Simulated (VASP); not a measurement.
# AlNi (R-3m) in VASP: electric field gradients with PBEsol

Aim: the electric field gradients of AlNi with PBEsol.

Program: VASP 6.6.1. These are calculated values, not measurements. Logs are shortened: lines on timing, memory, paths and dates and some standing lists are left out, and cuts for length are marked.

## (1) The cell of the first run

It takes space group R-3m (No. 166, trigonal). Conventional cell: a = 4.013 Å, b = 4.013 Å, c = 5.140 Å, α = 90.00°, β = 90.00°, γ = 120.00°. Within 3.3 Å of Al (site symmetry -3m) lie 8 Ni at 2.47 to 2.57 Å and 6 Al at 2.88 Å. Within 3.3 Å of Ni (site symmetry -3m) lie 8 Al at 2.47 to 2.57 Å and 6 Ni at 2.88 Å.

## (2) Electric field gradients, PBEsol, collinear spin, ferromagnetic start (equal xy, yz and zx shear strains of +3 %)

INCAR reads:

```
PREC = Accurate ; ENCUT = 520
EDIFF = 1E-8 ; ISMEAR = -1
SIGMA = 0.05 ; LREAL = False
LASPH = True ; NELM = 150
ALGO = Normal ; ISIF = 2
LWAVE = False ; LCHARG = False
ISPIN = 2 ; MAGMOM = 0 1.5
LORBIT = 11 ; LMAXMIX = 4
GGA = PS ; LEFG = True
NBANDS = 18
```

KPOINTS reads:

```
regular mesh
0
Gamma
  13 13 13
```

POSCAR reads:

```
AlNi
1.0
    2.8810000000      0.0432150000      0.0432150000
    0.0432150000      2.8810000000      0.0432150000
    0.0432150000      0.0432150000      2.8810000000
Al Ni
1 1
Direct
    0.0000000000      0.0000000000      0.0000000000
    0.5000000000      0.5000000000      0.5000000000
```

Potentials or basis: VASP PAW PBE potentials, release 64 (Al, Ni).

On the command line:

```
$ cat potpaw_PBE.64/Al/POTCAR potpaw_PBE.64/Ni/POTCAR > POTCAR
$ mpirun -np 1 vasp_std > vasp.out
```

OUTCAR:

```text
PREC = Accurate
   ENCUT = 520
   EDIFF = 1E-8
   ISMEAR = -1
   LREAL = False
   LASPH = True
   NELM = 150
   ISIF = 2
   ISPIN = 2
   LORBIT = 11
   GGA = PS

 ion  position               nearest neighbor table
   1  0.000  0.000  0.000-   2 2.47   2 2.47   2 2.47   2 2.47   2 2.47   2 2.47   2 2.57   2 2.57

   2  0.500  0.500  0.500-   1 2.47   1 2.47   1 2.47   1 2.47   1 2.47   1 2.47   1 2.57   1 2.57

  LATTYP: Found a trigonal (rhomboedric) cell.
 ALAT       =     2.8816481521
 COS(alpha) =     0.0302114049

  Lattice vectors:

 A1 = (   2.8810000000,   0.0432150000,   0.0432150000)
 A2 = (   0.0432150000,   2.8810000000,   0.0432150000)
 A3 = (   0.0432150000,   0.0432150000,   2.8810000000)

Analysis of symmetry for initial positions (statically):
=====================================================================
 Subroutine PRICEL returns:
 Original cell was already a primitive cell.

 Routine SETGRP: Setting up the symmetry group for a
 trigonal (rhombohedral) supercell.

 Subroutine GETGRP returns: Found 12 space group operations
 (whereof 12 operations were pure point group operations)
 out of a pool of 12 trial point group operations.

The static configuration has the point symmetry D_3d.

Analysis of symmetry for dynamics (positions and initial velocities):
=====================================================================
 Subroutine PRICEL returns:
 Original cell was already a primitive cell.

 Routine SETGRP: Setting up the symmetry group for a
 trigonal (rhombohedral) supercell.

 Subroutine GETGRP returns: Found 12 space group operations
 (whereof 12 operations were pure point group operations)
 out of a pool of 12 trial point group operations.

The dynamic configuration has the point symmetry D_3d.

Analysis of structural, dynamic, and magnetic symmetry:
=====================================================================
 Subroutine PRICEL returns:
 Original cell was already a primitive cell.

 Routine SETGRP: Setting up the symmetry group for a
 trigonal (rhombohedral) supercell.

 Subroutine GETGRP returns: Found 12 space group operations
 (whereof 12 operations were pure point group operations)
 out of a pool of 12 trial point group operations.

The overall configuration has the point symmetry D_3d.

 Subroutine INISYM returns: Found 12 space group operations
 (whereof 12 operations are pure point group operations),
 and found     1 'primitive' translations

----------------------------------------------------------------------------------------

                                     Primitive cell

  volume of cell :      23.8968

  direct lattice vectors                    reciprocal lattice vectors
     2.881000000  0.043215000  0.043215000     0.347255657 -0.005131857 -0.005131857
     0.043215000  2.881000000  0.043215000    -0.005131857  0.347255657 -0.005131857
     0.043215000  0.043215000  2.881000000    -0.005131857 -0.005131857  0.347255657

  length of vectors
     2.881648152  2.881648152  2.881648152     0.347331488  0.347331488  0.347331488

  position of ions in fractional coordinates (direct lattice)
     0.000000000  0.000000000  0.000000000
     0.500000000  0.500000000  0.500000000

  ion indices of the primitive-cell ions
   primitive index   ion index
                 1           1
                 2           2

----------------------------------------------------------------------------------------

 KPOINTS: regular mesh

Automatic generation of k-mesh.
 Grid dimensions read from file:
 generate k-points for:   13   13   13

 Generating k-lattice:

  Cartesian coordinates                     Fractional coordinates (reciprocal lattice)
     0.026711974 -0.000394758 -0.000394758     0.076923077 -0.000000000  0.000000000
[... 61 lines left out ...]
   EDIFFG = 0.1E-06   stopping-criterion for IOM
   NSW    =      0    number of steps for IOM
   IBRION =     -1    ionic relax: 0-MD 1-quasi-New 2-CG
   NFREE  =      0    steps in history (QN), initial steepest desc. (CG)
   ISIF   =      2    stress and relaxation
   ISYM   =      2    0-nonsym 1-usesym 2-fastsym
   POTIM  = 0.5000    time-step for ionic-motion
   TEBEG  =    0.0;   TEEND  =   0.0 temperature during run
   PSTRESS=    0.0 pullay stress
   NELECT =      13.0000    total number of electrons
   NUPDOWN=      -1.0000    fix difference up-down
   EMIN   =  10.00;   EMAX   =-10.00  energy-range for DOS
   EFERMI =   0.00;   METHOD = LEGACY
   ISMEAR =    -1;   SIGMA  =   0.05  broadening in eV -4-tet -1-fermi 0-gaus
   EFERMI_NEDOS =   21; number of points for ismear=-14 and -15
   IALGO  =     38    algorithm
   IMIX   =      4    mixing-type and parameters
     AMIX     =   0.40;   BMIX     =  1.00
     AMIX_MAG =   1.60;   BMIX_MAG =  1.00
  volume/ion in A,a.u.               =      11.95        80.63
  Fermi-wavevector in a.u.,A,eV,Ry     =   1.336419  2.525467 24.300237  1.786017
  Thomas-Fermi vector in A             =   2.465048
   LORBIT       =     11    0 simple, 1 ext, 2 COOP (PROOUT), +10 PAW based schemes
   GGA     = PS    functional components
   LHFCALC =     F    Hartree Fock is set to
   AEXX    =    0.0000 exact exchange contribution
   IVDW    =     0    specifies the selected vdW correction
   LEPSILON=     F    determine dielectric tensor
   LRPA    =     F    only Hartree local field effects (RPA)
 spin polarized calculation
  energy-cutoff  :      520.00
  volume of cell :       23.90
 maximum number of plane-waves:       659
 NGX is ok and might be reduce to    24
   NGX = 11   NGY = 11   NGZ = 11

 number of electron      13.0000010 magnetization       0.0006106

 number of electron      13.0000010 magnetization      -0.0000061

 Free energy of the ion-electron system (eV)
  ---------------------------------------------------
  ext. energy  EPLUGINS =         0.00000000
  ---------------------------------------------------
  free energy    TOTEN  =       -11.56554021 eV

  energy without entropy =      -11.56010544  energy(sigma->0) =      -11.56282282

 E-fermi :   9.8980     XC(G=0): -12.1683

 val. band max:        9.8980204440   @ k =   0.3846   0.2308   0.1538
 cond. band min:       9.9142197426   @ k =   0.4615   0.3077   0.3077
 fundamental gap:      0.0161992986
 Fermi energy:         9.8980458408

 spin component 1

 k-point     1 :       0.0000    0.0000    0.0000
  band No.  band energies     occupation
      1      -1.2293      1.00000
      2       6.6673      1.00000
      3       6.6673      1.00000
      4       8.3177      1.00000
      5       8.3177      1.00000
      6       8.4263      1.00000
[... 493 lines left out ...]
     17      32.8888      0.00000
     18      34.7767      0.00000

 [... further k-points ...]

 spin component 2

 k-point     1 :       0.0000    0.0000    0.0000
  band No.  band energies     occupation
      1      -1.2293      1.00000
      2       6.6672      1.00000
      3       6.6672      1.00000
      4       8.3177      1.00000
      5       8.3177      1.00000
      6       8.4263      1.00000
[... 493 lines left out ...]
     17      32.8888      0.00000
     18      34.7767      0.00000

 [... further k-points ...]

------------------------ aborting loop because EDIFF is reached ----------------------------------------

  FORCE on cell =-STRESS in cart. coord.  units (eV):
  Direction    XX          YY          ZZ          XY          YZ          ZX
  --------------------------------------------------------------------------------------
  -------------------------------------------------------------------------------------
  Total       -0.4039943     -0.4039943     -0.4039943     -0.5085480     -0.5085480     -0.5085480
  in kB      -27.0860934    -27.0860934    -27.0860934    -34.0959744    -34.0959744    -34.0959744
  external PRESSURE =     -27.0860934 kB  Pullay stress =       0.0000000 kB

 VOLUME and BASIS-vectors are now :
 -----------------------------------------------------------------------------
  energy-cutoff  :      520.00
  volume of cell :       23.90
      direct lattice vectors                 reciprocal lattice vectors
     2.881000000  0.043215000  0.043215000     0.347255657 -0.005131857 -0.005131857
     0.043215000  2.881000000  0.043215000    -0.005131857  0.347255657 -0.005131857
     0.043215000  0.043215000  2.881000000    -0.005131857 -0.005131857  0.347255657

 POSITION                                       TOTAL-FORCE (eV/Angst)
 -----------------------------------------------------------------------------------
      0.00000      0.00000      0.00000         0.000000     -0.000000     -0.000000
      1.48371      1.48371      1.48371        -0.000000      0.000000      0.000000
 -----------------------------------------------------------------------------------
    total drift:                                0.000000      0.000000     -0.000000

  FREE ENERGIE OF THE ION-ELECTRON SYSTEM (eV)
  ---------------------------------------------------
  free  energy   TOTEN  =       -11.5655402085 eV

  energy  without entropy=      -11.5601054387  energy(sigma->0) =      -11.56282282

 Electric field gradients (V/A^2)
---------------------------------------------------------------------
 ion       V_xx      V_yy      V_zz      V_xy      V_xz      V_yz
---------------------------------------------------------------------
   1      -0.000    -0.000     0.000     3.810     3.810     3.810
   2       0.000     0.000     0.000     4.250     4.250     4.250
---------------------------------------------------------------------

 Electric field gradients after diagonalization (V/A^2)
 (convention: |V_zz| > |V_xx| > |V_yy|)
----------------------------------------------------------------------
 ion       V_xx      V_yy      V_zz     asymmetry (V_yy - V_xx)/ V_zz
----------------------------------------------------------------------
   1      -3.810    -3.810     7.619       0.000
   2      -4.250    -4.250     8.500       0.000
----------------------------------------------------------------------

           NMR quadrupolar parameters

 Cq : quadrupolar parameter    Cq=e*Q*V_zz/h
 eta: asymmetry parameters     (V_yy - V_xx)/ V_zz
 Q  : nuclear electric quadrupole moment in mb (millibarn)
----------------------------------------------------------------------
 ion       Cq(MHz)       eta       Q (mb)
----------------------------------------------------------------------
   1       0.018       0.000       1.000
   2       0.021       0.000       1.000
----------------------------------------------------------------------

 total charge

# of ion       s       p       d       tot
------------------------------------------
    1        0.383   0.413   0.000   0.797
    2        0.481   0.521   8.480   9.482
--------------------------------------------------
tot          0.864   0.934   8.480  10.278

 magnetization (x)

# of ion       s       p       d       tot
------------------------------------------
    1       -0.000   0.000   0.000   0.000
    2       -0.000   0.000  -0.000  -0.000
--------------------------------------------------
tot         -0.000   0.000  -0.000  -0.000
```

It took 1.8 min on 1 thread of Intel Xeon Platinum 8259CL at 2.50GHz (Skylake/Cascade Lake), shared host; peak memory 0.27 GiB.

Results:

```
Free energy                                           : -11.5655 eV
Pressure                                              : -2.7 GPa
Net moment                                            : 0.00 μB per cell
Largest electric field gradient by atom               : Al +7.6; Ni +8.5 V/Å²
Valence electrons inside the program's atomic spheres : Al 0.80; Ni 9.48
```

Stress tensor (GPa, compression positive):
```
-2.71 -3.41 -3.41
-3.41 -2.71 -3.41
-3.41 -3.41 -2.71
```

Electric field gradients, principal values (V/Å²):
```tsv
atom	least	middle	greatest (by size)
1 Al	-3.810	-3.810	7.619
2 Ni	-4.250	-4.250	8.500
```

Caveat: the cell differs from its parent crystal (equal xy, yz and zx shear strains of +3 %); without QUAD_EFG the Cq values of the log hold for a quadrupole moment of 1 mb, not for the nuclei; the PAW data sets were made with another functional, which shifts forces and pressure a little.
